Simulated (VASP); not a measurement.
Here is a VASP 6.6.1 calculation.

File INCAR:

```
SYSTEM = FeO
ALGO     = Normal         ! electronic algorithm
EDIFF    = 1E-6           ! SCF threshold, eV
ENCUT    = 520            ! plane-wave cutoff, eV
GGA      = PE             ! functional
ISIF     = 2              ! what is computed and relaxed
ISMEAR   = -1             ! smearing method
ISPIN    = 2              ! spin polarisation
LASPH    = .TRUE.         ! aspherical terms in the spheres
LCHARG   = .FALSE.        ! write CHGCAR
LMAXMIX  = 4              ! l up to which the mixer works
LORBIT   = 11             ! projections on sites
LREAL    = .FALSE.        ! projectors in reciprocal space
LWAVE    = .FALSE.        ! write WAVECAR
MAGMOM   = 3 0            ! initial moments
NBANDS   = 18             ! bands
NELM     = 150            ! most SCF steps
PREC     = Accurate       ! precision mode
SIGMA    = 0.05           ! smearing width, eV
```

File KPOINTS:

```
k-points
0
G
  10 10 10
  0 0 0
```

File POSCAR:

```
FeO
1.0
    2.6297712576      0.0000000000      0.0000000000
    0.0000000000      2.6297712576      0.0000000000
    0.0000000000      0.0000000000      2.6297712576
Fe O
1 1
Direct
    0.0000000000      0.0000000000      0.0000000000
    0.5000000000      0.5000000000      0.5000000000
```

Potentials or basis: VASP PAW PBE potentials, release 64 (Fe, O).

Run with:

```bash
$ cat potpaw_PBE.64/Fe/POTCAR potpaw_PBE.64/O/POTCAR > POTCAR
$ mpirun -np 1 vasp_std > vasp.out
```

(1) Estimate the net moment.

(2) Estimate the site moments.

(3) Estimate the band gap on the k mesh.

## Answers

(1) 4.00 μB per cell.

(2) Fe +3.53; O +0.37 μB.

(3) zero (filled and empty bands overlap).

Caveat: a cell with one magnetic atom can't hold antiferromagnetic order, which such compounds often take; semilocal functionals often make such compounds metallic where correlation or magnetic order opens a gap, which also shifts bond lengths.
